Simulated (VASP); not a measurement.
# HfB2 (P6/mmm) in VASP: a series of runs, part 2 of 2

VASP 6.6.1.

**3. Relaxation of the atoms, r2SCAN**

This run uses another cell than the first one, of 10.48 Å³/atom.

Contents of POSCAR:

```
HfB2
1.0
    3.1971245100      0.0000000000      0.0000000000
   -1.5985622500      2.7687910400      0.0000000000
    0.0000000000      0.0000000000      3.5503478200
Hf B
1 2
Direct
    0.0000000000      0.0000000000      0.0000000000
    0.3333333300      0.6666666700      0.5000000000
    0.6666666700      0.3333333300      0.5000000000
```

Contents of INCAR.step1:

```
SYSTEM = HfB2
PREC = Accurate ; ENCUT = 500
ISMEAR = -1 ; SIGMA = 0.1
LREAL = .FALSE. ; LASPH = .TRUE.
NELM = 120 ; GGA = PE
ALGO = Normal ; EDIFF = 1E-5
LWAVE = .TRUE. ; LCHARG = .FALSE.
GGA_COMPAT = .FALSE. ; IBRION = 2
EDIFFG = -0.01 ; NELMIN = 4
NSW = 100
```

Contents of INCAR.step2:

```
SYSTEM = HfB2
PREC = Accurate ; ENCUT = 500
EDIFF = 1E-7 ; ISMEAR = -1
SIGMA = 0.1 ; LREAL = .FALSE.
LASPH = .TRUE. ; NELM = 120
ALGO = Normal ; ISIF = 2
LWAVE = .FALSE. ; LCHARG = .FALSE.
METAGGA = R2SCAN ; LMIXTAU = .TRUE.
IBRION = 2 ; NSW = 50
EDIFFG = -0.01 ; ISTART = 1
GGA_COMPAT = .FALSE. ; NELMIN = 4
```

Contents of KPOINTS:

```
Automatic mesh
0
G
  12 12 10
  0 0 0
```

Potentials or basis: VASP PAW PBE potentials, release 64 (Hf_pv, B).

Run with:

```bash
> cat potpaw_PBE.64/Hf_pv/POTCAR potpaw_PBE.64/B/POTCAR > POTCAR
> cp INCAR.step1 INCAR
> mpirun -np 1 vasp_std > vasp.out
> cp INCAR.step2 INCAR
> mpirun -np 1 vasp_std > vasp.out
```

OUTCAR:

```text
SYSTEM = HfB2
   PREC = Accurate
   ENCUT = 500
   EDIFF = 1E-7
   ISMEAR = -1
   LREAL = .FALSE.
   LASPH = .TRUE.
   NELM = 120
   ISIF = 2
   METAGGA = R2SCAN
   IBRION = 2
   NSW = 50
   EDIFFG = -0.01
   ISTART = 1
   NELMIN = 4

 ion  position               nearest neighbor table
   1  0.000  0.000  0.000-   2 2.56   3 2.56   2 2.56   3 2.56   2 2.56   2 2.56   3 2.56   3 2.56
                             3 2.56   3 2.56   2 2.56   2 2.56
   2  0.333  0.667  0.500-   3 1.85   3 1.85   3 1.85   1 2.56   1 2.56   1 2.56   1 2.56   1 2.56
                             1 2.56
   3  0.667  0.333  0.500-   2 1.85   2 1.85   2 1.85   1 2.56   1 2.56   1 2.56   1 2.56   1 2.56
                             1 2.56

  LATTYP: Found a hexagonal cell.
 ALAT       =     3.1971245100
 C/A-ratio  =     1.1104815621

  Lattice vectors:

 A1 = (   3.1971245100,   0.0000000000,   0.0000000000)
 A2 = (  -1.5985622500,   2.7687910400,   0.0000000000)
 A3 = (   0.0000000000,   0.0000000000,   3.5503478200)

Analysis of symmetry for initial positions (statically):
[... 180 lines left out ...]
 fundamental gap:      0.1637848176
 Fermi energy:         7.3949458708

 k-point     1 :       0.0000    0.0000    0.0000
  band No.  band energies     occupation
      1     -24.7920      2.00000
      2     -24.3436      2.00000
      3     -24.3436      2.00000
      4      -7.0559      2.00000
      5       4.1873      2.00000
      6       4.3044      2.00000
      7       4.3658      2.00000
      8       4.3658      2.00000
      9      11.2345      0.00000
     10      11.2345      0.00000
     11      11.8974      0.00000
     12      11.8974      0.00000
[... 331 lines left out ...]
 k-point    24 :       0.3333   -0.0000    0.1000
  band No.  band energies     occupation
      1     -24.8323      2.00000
      2     -24.7270      2.00000
      3     -24.4537      2.00000
      4      -4.8140      2.00000
      5       0.0025      2.00000
      6       3.2139      2.00000
      7       3.7564      2.00000
      8       4.9199      2.00000
      9       9.4664      0.00000
     10      10.2808      0.00000
     11      10.6266      0.00000
     12      12.1022      0.00000

 [... further k-points ...]
[... 5 lines left out ...]
  --------------------------------------------------------------------------------------
  -------------------------------------------------------------------------------------
  Total       -2.8823940     -2.8823940     -2.5468246     -0.0000000      0.0000000     -0.0000000
  in kB     -146.9411040   -146.9411035   -129.8341633     -0.0000003      0.0000000     -0.0000000
  external PRESSURE =    -141.2387903 kB  Pullay stress =       0.0000000 kB

 VOLUME and BASIS-vectors are now :
 -----------------------------------------------------------------------------
  energy-cutoff  :      500.00
  volume of cell :       31.43
      direct lattice vectors                 reciprocal lattice vectors
     3.197124510  0.000000000  0.000000000     0.312781062  0.180584230  0.000000000
    -1.598562250  2.768791040  0.000000000     0.000000000  0.361168461  0.000000000
     0.000000000  0.000000000  3.550347820     0.000000000  0.000000000  0.281662544

 POSITION                                       TOTAL-FORCE (eV/Angst)
 -----------------------------------------------------------------------------------
      0.00000      0.00000      0.00000        -0.000000      0.000000      0.000000
     -0.00000      1.84586      1.77517        -0.000000      0.000000      0.000000
      1.59856      0.92293      1.77517         0.000000      0.000000     -0.000000
 -----------------------------------------------------------------------------------
    total drift:                                0.000000     -0.000000     -0.000000

  FREE ENERGIE OF THE ION-ELECTRON SYSTEM (eV)
  ---------------------------------------------------
  free  energy   TOTEN  =       -63.0109266629 eV

  energy  without entropy=      -63.0022777504  energy(sigma->0) =      -63.00660221

 reached required accuracy - stopping structural energy minimisation
```

OUTCAR.step1:

```text
SYSTEM = HfB2
   PREC = Accurate
   ENCUT = 500
   ISMEAR = -1
   LREAL = .FALSE.
   LASPH = .TRUE.
   NELM = 120
   GGA = PE
   EDIFF = 1E-5
   IBRION = 2
[... 590 lines left out ...]
     -0.00000      1.84586      1.77517         0.000000     -0.000000     -0.000000
      1.59856      0.92293      1.77517        -0.000000      0.000000      0.000000
 -----------------------------------------------------------------------------------
    total drift:                                0.000000     -0.000000     -0.000000

  FREE ENERGIE OF THE ION-ELECTRON SYSTEM (eV)
  ---------------------------------------------------
  free  energy   TOTEN  =       -26.3455582050 eV

  energy  without entropy=      -26.3366866073  energy(sigma->0) =      -26.34112241

 reached required accuracy - stopping structural energy minimisation
```

Wall time 59 s (1 thread of Intel Xeon 6975P-C (Granite Rapids), shared host); peak memory 0.18 GiB.

Results:

```yaml
Free_energy: -63.0109 eV
Pressure_after_relaxing: -14.1 GPa
Band_gap_on_the_k_mesh: zero (bands 8 and 9 overlap by 1.36 eV)
```

Stress tensor (GPa, compression positive):
```
-14.69   0.00   0.00
  0.00 -14.69   0.00
  0.00   0.00 -12.98
```

Final structure:
```
Hf B
1.0
     3.19712    0.00000    0.00000
    -1.59856    2.76879    0.00000
     0.00000    0.00000    3.55035
Hf B
1 2
Direct
  0.00000 0.00000 0.00000
  0.33333 0.66667 0.50000
  0.66667 0.33333 0.50000
```

Levels at points of the mesh, in eV from the Fermi level:
| k point | band 4 | band 5 | band 6 | band 7 | band 8 | band 9 | band 10 | band 11 | band 12 |
| --- | --- | --- | --- | --- | --- | --- | --- | --- | --- |
| (0.00, 0.00, 0.00) | -14.45 | -3.21 | -3.09 | -3.03 | -3.03 | 3.84 | 3.84 | 4.50 | 4.50 |
| (0.50, 0.00, 0.00) | -10.20 | -9.86 | -4.28 | -3.72 | -2.92 | 1.93 | 2.58 | 5.30 | 5.46 |
| (0.00, 0.00, 0.50) | -12.27 | -8.74 | -1.35 | -1.35 | 0.23 | 0.23 | 0.92 | 0.92 | 2.10 |
| (0.50, 0.00, 0.50) | -10.91 | -8.12 | -5.15 | -4.88 | -3.22 | 3.69 | 3.96 | 5.94 | 6.78 |

Caveat: the relaxation stopped at its first step, so nothing moved; the PAW data sets were made with another functional, which shifts forces and pressure a little; spin-orbit coupling is left out, which moves the levels of the heavy elements.

**4. Relaxation of the atoms, r2SCAN**

This run uses another cell than the first one, of 10.28 Å³/atom.

Contents of POSCAR:

```
HfB2
1.0
    3.1768890000      0.0000000000      0.0000000000
   -1.5884445000      2.7512665800      0.0000000000
    0.0000000000      0.0000000000      3.5278766600
Hf B
1 2
Direct
    0.0000000000      0.0000000000      0.0000000000
    0.3333333300      0.6666666700      0.5000000000
    0.6666666700      0.3333333300      0.5000000000
```

Contents of INCAR.step1:

```
SYSTEM = HfB2
PREC = Accurate
ENCUT = 500
ISMEAR = -1
SIGMA = 0.1
LREAL = .False.
LASPH = .True.
NELM = 120
GGA = PE
ALGO = Normal
EDIFF = 1E-5
LWAVE = .True.
LCHARG = .False.
GGA_COMPAT = .False.
IBRION = 2
EDIFFG = -0.01
NELMIN = 4
NSW = 100
```

Contents of INCAR.step2:

```
SYSTEM = HfB2
PREC = Accurate
ENCUT = 500
EDIFF = 1E-7
ISMEAR = -1
SIGMA = 0.1
LREAL = .False.
LASPH = .True.
NELM = 120
ALGO = Normal
ISIF = 2
LWAVE = .False.
LCHARG = .False.
METAGGA = R2SCAN
LMIXTAU = .True.
IBRION = 2
NSW = 50
EDIFFG = -0.01
ISTART = 1
GGA_COMPAT = .False.
NELMIN = 4
```

Contents of KPOINTS:

```
Automatic mesh
0
Gamma
  12 12 10
  0 0 0
```

Potentials or basis: VASP PAW PBE potentials, release 64 (Hf_pv, B).

Run with:

```bash
> cat potpaw_PBE.64/Hf_pv/POTCAR potpaw_PBE.64/B/POTCAR > POTCAR
> cp INCAR.step1 INCAR
> mpirun -np 1 vasp_std > vasp.out
> cp INCAR.step2 INCAR
> mpirun -np 1 vasp_std > vasp.out
```

OUTCAR:

```text
SYSTEM = HfB2
   PREC = Accurate
   ENCUT = 500
   EDIFF = 1E-7
   ISMEAR = -1
   LREAL = .False.
   LASPH = .True.
   NELM = 120
   ISIF = 2
   METAGGA = R2SCAN
   IBRION = 2
   NSW = 50
   EDIFFG = -0.01
   ISTART = 1
   NELMIN = 4

 ion  position               nearest neighbor table
   1  0.000  0.000  0.000-   2 2.54   3 2.54   2 2.54   3 2.54   3 2.54   3 2.54   2 2.54   2 2.54
                             3 2.54   3 2.54   2 2.54   2 2.54
   2  0.333  0.667  0.500-   3 1.83   3 1.83   3 1.83   1 2.54   1 2.54   1 2.54   1 2.54   1 2.54
                             1 2.54
   3  0.667  0.333  0.500-   2 1.83   2 1.83   2 1.83   1 2.54   1 2.54   1 2.54   1 2.54   1 2.54
                             1 2.54

  LATTYP: Found a hexagonal cell.
 ALAT       =     3.1768890000
 C/A-ratio  =     1.1104815623

  Lattice vectors:

 A1 = (   3.1768890000,   0.0000000000,   0.0000000000)
 A2 = (  -1.5884445000,   2.7512665800,   0.0000000000)
 A3 = (   0.0000000000,   0.0000000000,   3.5278766600)

Analysis of symmetry for initial positions (statically):
=====================================================================
 Subroutine PRICEL returns:
 Original cell was already a primitive cell.

 Routine SETGRP: Setting up the symmetry group for a
 hexagonal supercell.

 Subroutine GETGRP returns: Found 24 space group operations
 (whereof 24 operations were pure point group operations)
 out of a pool of 24 trial point group operations.

The static configuration has the point symmetry D_6h.

Analysis of symmetry for dynamics (positions and initial velocities):
=====================================================================
 Subroutine PRICEL returns:
 Original cell was already a primitive cell.

 Routine SETGRP: Setting up the symmetry group for a
[... 130 lines left out ...]
  Fermi-wavevector in a.u.,A,eV,Ry     =   1.315524  2.485980 23.546290  1.730604
  Thomas-Fermi vector in A             =   2.445701
   LORBIT       =      0    0 simple, 1 ext, 2 COOP (PROOUT), +10 PAW based schemes
   METAGGA = R2SCAN    functional components
   LHFCALC =     F    Hartree Fock is set to
   AEXX    =    0.0000 exact exchange contribution
   IVDW    =     0    specifies the selected vdW correction
   LEPSILON=     F    determine dielectric tensor
   LRPA    =     F    only Hartree local field effects (RPA)
 conjugate gradient relaxation of ions
 non-spin polarized calculation
  energy-cutoff  :      500.00
  volume of cell :       30.84
 maximum number of plane-waves:       792
 NGX is ok and might be reduce to    24
   NGX = 11   NGY = 11   NGZ = 13

 number of electron      16.0000000 magnetization

 Free energy of the ion-electron system (eV)
  ---------------------------------------------------
  ext. energy  EPLUGINS =         0.00000000
  ---------------------------------------------------
  free energy    TOTEN  =       -63.05538297 eV

  energy without entropy =      -63.04686459  energy(sigma->0) =      -63.05112378

 E-fermi :   7.5422     XC(G=0): -13.3523

 val. band max:        7.4361984190   @ k =   0.1667   0.1667   0.2000
 cond. band min:       7.6019858890   @ k =   0.0833   0.0833   0.3000
 fundamental gap:      0.1657874699
 Fermi energy:         7.5421601334

 k-point     1 :       0.0000    0.0000    0.0000
  band No.  band energies     occupation
      1     -24.5801      2.00000
      2     -24.1105      2.00000
      3     -24.1105      2.00000
      4      -7.0255      2.00000
      5       4.3312      2.00000
      6       4.4043      2.00000
      7       4.4716      2.00000
      8       4.4716      2.00000
      9      11.4746      0.00000
     10      11.4746      0.00000
     11      12.1464      0.00000
     12      12.1464      0.00000
[... 331 lines left out ...]
 k-point    24 :       0.3333    0.0000    0.1000
  band No.  band energies     occupation
      1     -24.6341      2.00000
      2     -24.5100      2.00000
      3     -24.2281      2.00000
      4      -4.7493      2.00000
      5       0.0958      2.00000
      6       3.3153      2.00000
      7       3.8704      2.00000
      8       5.0195      2.00000
      9       9.6586      0.00000
     10      10.4917      0.00000
     11      10.8610      0.00000
     12      12.3559      0.00000

 [... further k-points ...]
[... 5 lines left out ...]
  --------------------------------------------------------------------------------------
  -------------------------------------------------------------------------------------
  Total       -2.0073942     -2.0073942     -1.7913440      0.0000000     -0.0000000      0.0000000
  in kB     -104.3025993   -104.3025994    -93.0768067      0.0000000     -0.0000000      0.0000000
  external PRESSURE =    -100.5606685 kB  Pullay stress =       0.0000000 kB

 VOLUME and BASIS-vectors are now :
 -----------------------------------------------------------------------------
  energy-cutoff  :      500.00
  volume of cell :       30.84
      direct lattice vectors                 reciprocal lattice vectors
     3.176889000  0.000000000  0.000000000     0.314773352  0.181734480  0.000000000
    -1.588444500  2.751266580  0.000000000     0.000000000  0.363468959  0.000000000
     0.000000000  0.000000000  3.527876660     0.000000000  0.000000000  0.283456622

 POSITION                                       TOTAL-FORCE (eV/Angst)
 -----------------------------------------------------------------------------------
      0.00000      0.00000      0.00000         0.000000      0.000000     -0.000000
     -0.00000      1.83418      1.76394        -0.000000      0.000000     -0.000000
      1.58844      0.91709      1.76394         0.000000     -0.000000      0.000000
 -----------------------------------------------------------------------------------
    total drift:                                0.000000     -0.000000     -0.000000

  FREE ENERGIE OF THE ION-ELECTRON SYSTEM (eV)
  ---------------------------------------------------
  free  energy   TOTEN  =       -63.0553829708 eV

  energy  without entropy=      -63.0468645867  energy(sigma->0) =      -63.05112378

 reached required accuracy - stopping structural energy minimisation
```

OSZICAR.step1:

```text
N       E                     dE             d eps       ncg     rms          rms(c)
DAV:   1     0.262370480679E+02    0.26237E+02   -0.82798E+03  2736   0.123E+03
DAV:   2    -0.270128374833E+02   -0.53250E+02   -0.50002E+02  3400   0.233E+02
DAV:   3    -0.287084485470E+02   -0.16956E+01   -0.16691E+01  3608   0.319E+01
DAV:   4    -0.287216815431E+02   -0.13233E-01   -0.13225E-01  3292   0.317E+00
DAV:   5    -0.287218213119E+02   -0.13977E-03   -0.13976E-03  3564   0.262E-01    0.492E+01
DAV:   6    -0.264849050749E+02    0.22369E+01   -0.52953E+00  3332   0.148E+01    0.364E+01
DAV:   7    -0.264432417188E+02    0.41663E-01   -0.15779E+00  3448   0.847E+00    0.119E+01
DAV:   8    -0.263869746278E+02    0.56267E-01   -0.42936E-01  3248   0.449E+00    0.174E+00
DAV:   9    -0.263820671807E+02    0.49074E-02   -0.34499E-02  3228   0.139E+00    0.265E-01
DAV:  10    -0.263819912202E+02    0.75960E-04   -0.97478E-04  3364   0.269E-01    0.354E-01
DAV:  11    -0.263819938560E+02   -0.26357E-05   -0.11373E-04  3372   0.846E-02    0.177E-01
DAV:  12    -0.263819894777E+02    0.43783E-05   -0.95438E-06  2064   0.284E-02
   1 F= -.26381989E+02 E0= -.26377629E+02  d E =-.263820E+02
```

Run time: 100 s. Hardware: 1 thread of Intel Xeon Platinum 8488C (Sapphire Rapids), shared host; peak memory 0.18 GiB.

What came out:

| Property | Result |
| --- | --- |
| Free energy | -63.0554 eV |
| Pressure after relaxing | -10.1 GPa |
| Band gap on the k mesh | zero (bands 8 and 9 overlap by 1.39 eV) |

Stress tensor (GPa, compression positive):
```
-10.43   0.00   0.00
  0.00 -10.43   0.00
  0.00   0.00  -9.31
```

Final structure:
```cif
data_structure
_symmetry_space_group_name_H-M 'P 1'
_symmetry_Int_Tables_number 1
_cell_length_a 3.1769
_cell_length_b 3.1769
_cell_length_c 3.5279
_cell_angle_alpha 90.000
_cell_angle_beta 90.000
_cell_angle_gamma 120.000
_cell_volume 30.84
loop_
_atom_site_label
_atom_site_type_symbol
_atom_site_fract_x
_atom_site_fract_y
_atom_site_fract_z
_atom_site_occupancy
Hf1 Hf 0.00000 0.00000 0.00000 1
B1 B 0.33333 0.66667 0.50000 1
B2 B 0.66667 0.33333 0.50000 1
```

Levels at points of the mesh, in eV from the Fermi level:
```tsv
k point	band 4	band 5	band 6	band 7	band 8	band 9	band 10	band 11	band 12
(0.00, 0.00, 0.00)	-14.57	-3.21	-3.14	-3.07	-3.07	3.93	3.93	4.60	4.60
(0.50, 0.00, 0.00)	-10.30	-9.89	-4.36	-3.75	-2.98	1.97	2.64	5.45	5.59
(0.00, 0.00, 0.50)	-12.31	-8.82	-1.36	-1.36	0.24	0.24	0.94	0.94	2.15
(0.50, 0.00, 0.50)	-11.01	-8.16	-5.22	-4.95	-3.20	3.80	4.07	6.08	6.96
```

Caveat: the relaxation stopped at its first step, so nothing moved; the PAW data sets were made with another functional, which shifts forces and pressure a little; spin-orbit coupling is left out, which moves the levels of the heavy elements.

**5. The runs side by side**

```tsv
cell	gap on the mesh (eV)	pressure (GPa)
atoms relaxed from a = 3.072, b = 3.072, c = 3.411 Å, angles 90.0, 90.0, 120.0°, 3 atoms	none	17.5
atoms relaxed from a = 3.197, b = 3.197, c = 3.550 Å, angles 90.0, 90.0, 120.0°, 3 atoms	none	-14.1
atoms relaxed from a = 3.177, b = 3.177, c = 3.528 Å, angles 90.0, 90.0, 120.0°, 3 atoms	none	-10.1
```

Alike in all rows: task relaxation of the atoms; level r2SCAN; potentials or basis VASP PAW PBE potentials, release 64 (Hf_pv, B); no spin polarisation; k mesh 12 × 12 × 10; cutoff (eV) 500; smearing fermi-dirac 0.1 eV.

Caveats: the relaxation stopped at its first step, so nothing moved; the PAW data sets were made with another functional, which shifts forces and pressure a little; spin-orbit coupling is left out, which moves the levels of the heavy elements.

Total energies depend on the potentials used, so only differences within one code and one set of settings carry meaning.
